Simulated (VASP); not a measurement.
# AlCr2C (mix) (P6_3/mmc) in VASP: further runs

Runs on AlCr2C (mix). Level: PBE. Tasks: single point, relaxation of cell and atoms.

Program: VASP 6.6.1. These are calculated values, not measurements. Logs are shortened: lines on timing, memory, paths and dates and some standing lists are left out, and cuts for length are marked.

## (1) The cell of the first run

The structure is hexagonal, space group P6_3/mmc (No. 194). Conventional cell: a = 2.841 Å, b = 2.841 Å, c = 12.699 Å, α = 90.00°, β = 90.00°, γ = 120.00°. Within 3.5 Å of Al (site symmetry -6m2) lie 6 Cr at 2.67 Å and 6 Al at 2.84 Å. Cr (site symmetry 3m) has 3 C at 1.96 Å within 2.6 Å. C (site symmetry -3m) has 6 Cr at 1.96 Å within 2.6 Å.

## (2) Single point, PBE

INCAR

```
SYSTEM = AlCr2C
  PREC = Accurate
  ENCUT = 520
  EDIFF = 1E-6
  ISMEAR = 0
  SIGMA = 0.1
  LREAL = .False.
  LASPH = .True.
  NELM = 100
  ALGO = Normal
  ISIF = 2
  LWAVE = .False.
  LCHARG = .True.
  GGA = PE
  LELF = .True.
  LVHAR = .True.
  NBANDS = 41
```

KPOINTS

```
Automatic mesh
0
Gamma
  15 15 4
  0 0 0
```

POSCAR

```
AlCr2C
1.0
    2.8413253593      0.0000000000      0.0000000000
   -1.4206626796      2.4606599416      0.0000000000
    0.0000000000      0.0000000000     12.6987719116
Al Cr C
2 4 2
Direct
    0.6666666667      0.3333333333      0.2500000000
    0.3333333333      0.6666666667      0.7500000000
    0.3333333333      0.6666666667      0.4157762390
    0.6666666667      0.3333333333      0.9157762390
    0.6666666667      0.3333333333      0.5842237610
    0.3333333333      0.6666666667      0.0842237610
    0.0000000000      0.0000000000      0.5000000000
    0.0000000000      0.0000000000      0.0000000000
```

Potentials or basis: VASP PAW PBE potentials, release 64 (Al, Cr_pv, C).

Started as:

```
$ cat potpaw_PBE.64/Al/POTCAR potpaw_PBE.64/Cr_pv/POTCAR potpaw_PBE.64/C/POTCAR > POTCAR
$ mpirun -np 1 vasp_std > vasp.out
```

OUTCAR:

```text
SYSTEM = AlCr2C
   PREC = Accurate
   ENCUT = 520
   EDIFF = 1E-6
   ISMEAR = 0
   LREAL = .False.
   LASPH = .True.
   NELM = 100
   ISIF = 2
   GGA = PE

 ion  position               nearest neighbor table
   1  0.667  0.333  0.250-   3 2.67   6 2.67   3 2.67   6 2.67   3 2.67   6 2.67
   2  0.333  0.667  0.750-   4 2.67   5 2.67   4 2.67   5 2.67   4 2.67   5 2.67
   3  0.333  0.667  0.416-   7 1.96   7 1.96   7 1.96   1 2.67   1 2.67   1 2.67   5 2.70   5 2.70
                             5 2.70
   4  0.667  0.333  0.916-   8 1.96   8 1.96   8 1.96   2 2.67   2 2.67   2 2.67   6 2.70   6 2.70
                             6 2.70
   5  0.667  0.333  0.584-   7 1.96   7 1.96   7 1.96   2 2.67   2 2.67   2 2.67   3 2.70   3 2.70
                             3 2.70
   6  0.333  0.667  0.084-   8 1.96   8 1.96   8 1.96   1 2.67   1 2.67   1 2.67   4 2.70   4 2.70
                             4 2.70
   7  0.000  0.000  0.500-   3 1.96   5 1.96   5 1.96   3 1.96   5 1.96   3 1.96
   8  0.000  0.000  0.000-   4 1.96   6 1.96   4 1.96   6 1.96   4 1.96   6 1.96

  LATTYP: Found a hexagonal cell.
 ALAT       =     2.8413253593
 C/A-ratio  =     4.4693128402

  Lattice vectors:

 A1 = (   2.8413253593,   0.0000000000,   0.0000000000)
 A2 = (  -1.4206626796,   2.4606599416,   0.0000000000)
 A3 = (   0.0000000000,   0.0000000000,  12.6987719116)

Analysis of symmetry for initial positions (statically):
=====================================================================
 Subroutine PRICEL returns:
 Original cell was already a primitive cell.

 Routine SETGRP: Setting up the symmetry group for a
 hexagonal supercell.

 Subroutine GETGRP returns: Found 24 space group operations
 (whereof 12 operations were pure point group operations)
 out of a pool of 24 trial point group operations.

The static configuration has the point symmetry D_3d.
 The point group associated with its full space group is D_6h.

Analysis of symmetry for dynamics (positions and initial velocities):
=====================================================================
 Subroutine PRICEL returns:
 Original cell was already a primitive cell.

 Routine SETGRP: Setting up the symmetry group for a
 hexagonal supercell.

 Subroutine GETGRP returns: Found 24 space group operations
 (whereof 12 operations were pure point group operations)
 out of a pool of 24 trial point group operations.

The dynamic configuration has the point symmetry D_3d.
 The point group associated with its full space group is D_6h.

 Subroutine INISYM returns: Found 24 space group operations
 (whereof 12 operations are pure point group operations),
 and found     1 'primitive' translations

----------------------------------------------------------------------------------------

                                     Primitive cell

  volume of cell :      88.7839

  direct lattice vectors                    reciprocal lattice vectors
     2.841325359  0.000000000  0.000000000     0.351948430  0.203197521  0.000000000
    -1.420662680  2.460659942  0.000000000     0.000000000  0.406395042  0.000000000
     0.000000000  0.000000000 12.698771912     0.000000000  0.000000000  0.078747772

  length of vectors
     2.841325359  2.841325359 12.698771912     0.406395042  0.406395042  0.078747772

  position of ions in fractional coordinates (direct lattice)
     0.666666667  0.333333333  0.250000000
     0.333333333  0.666666667  0.750000000
     0.333333333  0.666666667  0.415776239
     0.666666667  0.333333333  0.915776239
     0.666666667  0.333333333  0.584223761
     0.333333333  0.666666667  0.084223761
     0.000000000  0.000000000  0.500000000
     0.000000000  0.000000000  0.000000000

  ion indices of the primitive-cell ions
   primitive index   ion index
                 1           1
                 2           2
                 3           3
                 4           4
                 5           5
                 6           6
                 7           7
                 8           8

----------------------------------------------------------------------------------------

 KPOINTS: Automatic mesh

Automatic generation of k-mesh.
 Grid dimensions read from file:
 generate k-points for:   15   15    4

 Generating k-lattice:

  Cartesian coordinates                     Fractional coordinates (reciprocal lattice)
     0.023463229  0.013546501  0.000000000     0.066666667  0.000000000  0.000000000
     0.000000000  0.027093003  0.000000000     0.000000000  0.066666667  0.000000000
     0.000000000  0.000000000  0.019686943     0.000000000  0.000000000  0.250000000

  Length of vectors
     0.027093003  0.027093003  0.019686943

  Shift w.r.t. Gamma in fractional coordinates (k-lattice)
     0.000000000  0.000000000  0.000000000

 Subroutine IBZKPT returns following result:
 ===========================================

 Found     81 irreducible k-points:

 Following reciprocal coordinates:
            Coordinates               Weight
  0.000000  0.000000  0.000000      1.000000
  0.066667  0.000000  0.000000      6.000000
  0.133333  0.000000  0.000000      6.000000
  0.200000  0.000000  0.000000      6.000000
  0.266667  0.000000  0.000000      6.000000
  0.333333  0.000000  0.000000      6.000000
[... 16 lines left out ...]
  0.333333  0.200000  0.000000     12.000000
  0.400000  0.200000  0.000000      6.000000
 [... further k-points ...]
   k-points           NKPTS =     81   k-points in BZ     NKDIM =     81   number of bands    NBANDS=     41
   number of dos      NEDOS =    301   number of ions     NIONS =      8
   total plane-waves  NPLWV =  55296
   dimension x,y,z NGX =    24 NGY =   24 NGZ =   96
   dimension x,y,z NGXF=    48 NGYF=   48 NGZF=  192
   ions per type =               2   4   2
   NGX,Y,Z   is equivalent  to a cutoff of  14.04, 14.04, 12.57 a.u.
   NGXF,Y,Z  is equivalent  to a cutoff of  28.08, 28.08, 25.14 a.u.
 SYSTEM =  AlCr2C
   PREC   = accura    normal or accurate (medium, high low for compatibility)
   ISTART =      0    job   : 0-new  1-cont  2-samecut
   ICHARG =      2    charge: 1-file 2-atom 10-const
   ISPIN  =      1    spin polarized calculation?
   LNONCOLLINEAR =      F non collinear calculations
   LSORBIT =      F    spin-orbit coupling
   LASPH  =      T    aspherical Exc in radial PAW
   ENCUT  =  520.0 eV  38.22 Ry    6.18 a.u.   5.28  5.28 23.61*2*pi/ulx,y,z
   NELM   =    100;   NELMIN=  2; NELMDL= -5     # of ELM steps
   EDIFF  = 0.1E-05   stopping-criterion for ELM
   LREAL  =      F    real-space projection
   EDIFFG = 0.1E-04   stopping-criterion for IOM
   NSW    =      0    number of steps for IOM
   IBRION =     -1    ionic relax: 0-MD 1-quasi-New 2-CG
   NFREE  =      0    steps in history (QN), initial steepest desc. (CG)
   ISIF   =      2    stress and relaxation
   ISYM   =      2    0-nonsym 1-usesym 2-fastsym
   POTIM  = 0.5000    time-step for ionic-motion
   TEBEG  =    0.0;   TEEND  =   0.0 temperature during run
   PSTRESS=    0.0 pullay stress
   NELECT =      62.0000    total number of electrons
   NUPDOWN=      -1.0000    fix difference up-down
   EMIN   =  10.00;   EMAX   =-10.00  energy-range for DOS
   EFERMI =   0.00;   METHOD = LEGACY
   ISMEAR =     0;   SIGMA  =   0.10  broadening in eV -4-tet -1-fermi 0-gaus
   EFERMI_NEDOS =   21; number of points for ismear=-14 and -15
   IALGO  =     38    algorithm
   IMIX   =      4    mixing-type and parameters
     AMIX     =   0.40;   BMIX     =  1.00
     AMIX_MAG =   1.60;   BMIX_MAG =  1.00
  volume/ion in A,a.u.               =      11.10        74.89
  Fermi-wavevector in a.u.,A,eV,Ry     =   1.452426  2.744687 28.702045  2.109541
  Thomas-Fermi vector in A             =   2.569809
   LORBIT       =      0    0 simple, 1 ext, 2 COOP (PROOUT), +10 PAW based schemes
   GGA     = PE    functional components
   LHFCALC =     F    Hartree Fock is set to
   AEXX    =    0.0000 exact exchange contribution
   IVDW    =     0    specifies the selected vdW correction
   LEPSILON=     F    determine dielectric tensor
   LRPA    =     F    only Hartree local field effects (RPA)
 non-spin polarized calculation
 Gauss-broadening in eV      SIGMA  =   0.10
  energy-cutoff  :      520.00
  volume of cell :       88.78
 maximum number of plane-waves:      2411
 NGX is ok and might be reduce to    24
   NGX = 11   NGY = 11   NGZ = 47

 number of electron      61.9999996 magnetization

 Free energy of the ion-electron system (eV)
  ---------------------------------------------------
  ext. energy  EPLUGINS =         0.00000000
  ---------------------------------------------------
  free energy    TOTEN  =       -65.50274056 eV

  energy without entropy =      -65.46999463  energy(sigma->0) =      -65.48636760

 E-fermi :   9.9417     XC(G=0): -12.4559

 val. band max:        9.9374817252   @ k =   0.2000   0.0667   0.0000
 cond. band min:       9.9495040331   @ k =   0.2000   0.0667   0.2500
 fundamental gap:      0.0120223080
 Fermi energy:         9.9417425200

 k-point     1 :       0.0000    0.0000    0.0000
  band No.  band energies     occupation
      1     -33.4654      2.00000
      2     -33.4641      2.00000
      3     -33.2565      2.00000
      4     -33.2565      2.00000
      5     -33.2565      2.00000
      6     -33.2565      2.00000
[... 33 lines left out ...]
     40      13.3194      0.00000
     41      14.9109      0.00000

 k-point     2 :       0.0667    0.0000    0.0000
  band No.  band energies     occupation
      1     -33.4628      2.00000
      2     -33.4615      2.00000
      3     -33.2710      2.00000
      4     -33.2709      2.00000
      5     -33.2608      2.00000
      6     -33.2608      2.00000
[... 33 lines left out ...]
     40      13.4392      0.00000
     41      15.0050      0.00000

 k-point     3 :       0.1333    0.0000    0.0000
  band No.  band energies     occupation
      1     -33.4564      2.00000
      2     -33.4553      2.00000
      3     -33.3089      2.00000
      4     -33.3088      2.00000
      5     -33.2724      2.00000
      6     -33.2724      2.00000
[... 875 lines left out ...]
      2     -33.5199      2.00000
      3     -33.4790      2.00000
      4     -33.4787      2.00000
      5     -33.3994      2.00000
      6     -33.3992      2.00000
[... 33 lines left out ...]
     40      12.5320      0.00000
     41      12.9408      0.00000

 k-point    24 :       0.4000    0.2000    0.0000
  band No.  band energies     occupation
      1     -33.5261      2.00000
      2     -33.5259      2.00000
      3     -33.4815      2.00000
      4     -33.4812      2.00000
      5     -33.4059      2.00000
      6     -33.4058      2.00000
[... 33 lines left out ...]
     40      12.4665      0.00000
     41      13.0501      0.00000

 [... further k-points ...]
[... 5 lines left out ...]
  --------------------------------------------------------------------------------------
  -------------------------------------------------------------------------------------
  Total        0.0833546      0.0833546     -0.0056776      0.0000000      0.0000000      0.0000000
  in kB        1.5042016      1.5042016     -0.1024564      0.0000000      0.0000000      0.0000000
  external PRESSURE =       0.9686489 kB  Pullay stress =       0.0000000 kB

 VOLUME and BASIS-vectors are now :
 -----------------------------------------------------------------------------
  energy-cutoff  :      520.00
  volume of cell :       88.78
      direct lattice vectors                 reciprocal lattice vectors
     2.841325359  0.000000000  0.000000000     0.351948430  0.203197521  0.000000000
    -1.420662680  2.460659942  0.000000000     0.000000000  0.406395042  0.000000000
     0.000000000  0.000000000 12.698771912     0.000000000  0.000000000  0.078747772

 POSITION                                       TOTAL-FORCE (eV/Angst)
 -----------------------------------------------------------------------------------
      1.42066      0.82022      3.17469         0.000000      0.000000      0.000000
     -0.00000      1.64044      9.52408        -0.000000      0.000000      0.000000
     -0.00000      1.64044      5.27985         0.000000      0.000000     -0.042503
      1.42066      0.82022     11.62923         0.000000     -0.000000     -0.042503
      1.42066      0.82022      7.41892        -0.000000     -0.000000      0.042503
     -0.00000      1.64044      1.06954         0.000000      0.000000      0.042503
      0.00000      0.00000      6.34939        -0.000000      0.000000      0.000000
      0.00000      0.00000      0.00000        -0.000000      0.000000      0.000000
 -----------------------------------------------------------------------------------
    total drift:                               -0.000000      0.000000     -0.000000

  FREE ENERGIE OF THE ION-ELECTRON SYSTEM (eV)
  ---------------------------------------------------
  free  energy   TOTEN  =       -65.5027405647 eV

  energy  without entropy=      -65.4699946348  energy(sigma->0) =      -65.48636760
```

Wall time 4 min (1 thread of Intel Xeon Platinum 8488C (Sapphire Rapids), shared host); peak memory 0.38 GiB.

What came out:

```yaml
Free_energy: -65.5027 eV
Pressure: 0.1 GPa
Largest_force: 0.043 eV/Å
Band_gap_on_the_k_mesh: zero (band 31 reaches 10.32 eV, above the bottom of band 32 at 9.50 eV)
```

Forces on the atoms (eV/Å):
```
Al   0.000  0.000  0.000
Al   0.000  0.000  0.000
Cr   0.000  0.000 -0.043
Cr   0.000  0.000 -0.043
Cr   0.000  0.000  0.043
Cr   0.000  0.000  0.043
C    0.000  0.000  0.000
C    0.000  0.000  0.000
```

Stress tensor (GPa, compression positive):
```
 0.15  0.00  0.00
 0.00  0.15  0.00
 0.00  0.00 -0.01
```

Levels at points of the mesh, in eV from the Fermi level:
| k point | band 27 | band 28 | band 29 | band 30 | band 31 | band 32 | band 33 | band 34 | band 35 | band 36 |
| --- | --- | --- | --- | --- | --- | --- | --- | --- | --- | --- |
| (0.00, 0.00, 0.00) | -1.06 | -1.06 | -1.05 | -1.05 | -0.22 | -0.22 | -0.20 | -0.20 | 0.60 | 0.60 |
| (0.00, 0.00, 0.50) | -1.05 | -1.05 | -1.05 | -1.05 | -0.21 | -0.21 | -0.21 | -0.21 | 0.62 | 0.62 |

## (3) Relaxation of cell and atoms, PBE

This run uses another cell than the first one, of 10.89 Å³/atom, 0.981 times its volume.

INCAR

```
PREC = Accurate
ENCUT = 600
EDIFF = 1E-6
ISMEAR = 0
SIGMA = 0.1
LREAL = False
LASPH = True
NELM = 100
ALGO = Normal
ISIF = 3
LWAVE = False
LCHARG = False
GGA = PE
IBRION = 2
NSW = 100
EDIFFG = -0.002
```

KPOINTS

```
regular mesh
0
Gamma
  15 15 4
```

POSCAR

```
AlCr2C
1.0
    2.8251010646      0.0000000000      0.0000000000
   -1.4125505323      2.4466092902      0.0000000000
    0.0000000000      0.0000000000     12.6013736800
Al Cr C
2 4 2
Direct
    0.6666666700      0.3333333300      0.2500000000
    0.3333333300      0.6666666700      0.7500000000
    0.3333333300      0.6666666700      0.4149411600
    0.6666666700      0.3333333300      0.9149411600
    0.6666666700      0.3333333300      0.5850588400
    0.3333333300      0.6666666700      0.0850588400
    0.0000000000      0.0000000000      0.5000000000
    0.0000000000      0.0000000000      0.0000000000
```

Potentials or basis: VASP PAW PBE potentials, release 64 (Al, Cr_pv, C).

Started as:

```
$ cat potpaw_PBE.64/Al/POTCAR potpaw_PBE.64/Cr_pv/POTCAR potpaw_PBE.64/C/POTCAR > POTCAR
$ mpirun -np 1 vasp_std > vasp.out
```

Wall time 31 min (1 thread of Intel Xeon Platinum 8488C (Sapphire Rapids), shared host); peak memory 0.44 GiB.

It converged, with:

```
Free energy                            : -65.5036 eV
Relaxed volume                         : 11.09 Å³/atom
Relaxed cell                           : a = 2.841 Å, b = 2.841 Å, c = 12.690 Å, α = 90.00°, β = 90.00°, γ = 120.00°
Space group after relaxing (to 0.05 Å) : P6_3/mmc (No. 194)
Energy gained by relaxing              : 2.3 meV/atom
Ionic steps                            : 20
Pressure after relaxing                : 0.0 GPa
Band gap on the k mesh                 : zero (band 31 reaches 10.33 eV, above the bottom of band 32 at 9.51 eV)
```

Step by step:
| step | energy change (eV) | largest force (eV/Å) | pressure (GPa) | volume (Å³) |
| --- | --- | --- | --- | --- |
| 1 | 0.0000 | 0.0002 | 3.66 | 87.10 |
| 2 | 0.0094 | 0.3768 | -4.35 | 90.27 |
| 3 | -0.0154 | 0.1707 | -0.02 | 88.48 |
| 4 | -0.0183 | 0.0246 | 0.00 | 88.70 |
| 5 | -0.0184 | 0.0018 | -0.06 | 88.73 |
| 6 | -0.0184 | 0.0049 | -0.01 | 88.73 |
| 7 | -0.0184 | 0.0037 | 0.03 | 88.72 |
| 8 | -0.0184 | 0.0039 | 0.02 | 88.72 |
| 9 | -0.0184 | 0.0015 | 0.03 | 88.73 |
| 10 | -0.0184 | 0.0052 | -0.11 | 88.77 |
| 11 | -0.0184 | 0.0006 | 0.03 | 88.74 |
| 12 | -0.0184 | 0.0020 | 0.00 | 88.75 |
| 13 | -0.0184 | 0.0010 | -0.02 | 88.75 |
| 14 | -0.0184 | 0.0002 | -0.04 | 88.74 |
| 15 | -0.0184 | 0.0010 | 0.05 | 88.74 |
| 16 | -0.0184 | 0.0014 | -0.05 | 88.74 |
| 17 | -0.0184 | 0.0022 | 0.01 | 88.73 |
| 18 | -0.0184 | 0.0023 | -0.03 | 88.73 |
| 19 | -0.0184 | 0.0014 | 0.07 | 88.73 |
| 20 | -0.0184 | 0.0020 | 0.01 | 88.73 |

Final structure:
```xyz
8
Lattice="2.8414 0.0000 0.0000 -1.4207 2.4607 0.0000 0.0000 0.0000 12.6899" Properties=species:S:1:pos:R:3 pbc="T T T"
Al    1.4207    0.8202    3.1725
Al    0.0000    1.6405    9.5174
Cr    0.0000    1.6405    5.2742
Cr    1.4207    0.8202   11.6191
Cr    1.4207    0.8202    7.4157
Cr    0.0000    1.6405    1.0708
C     0.0000    0.0000    6.3449
C     0.0000    0.0000    0.0000
```

Levels at points of the mesh, in eV from the Fermi level:
```csv
k point,band 28,band 29,band 30,band 31,band 32,band 33,band 34,band 35
"(0.00, 0.00, 0.00)",-1.06,-1.04,-1.04,-0.23,-0.23,-0.20,-0.20,0.59
"(0.00, 0.00, 0.50)",-1.05,-1.05,-1.05,-0.21,-0.21,-0.21,-0.21,0.62
```

Spin polarisation is off, so any magnetic state and its effect on volume and gap are missing.

[end of part 1 of 2]
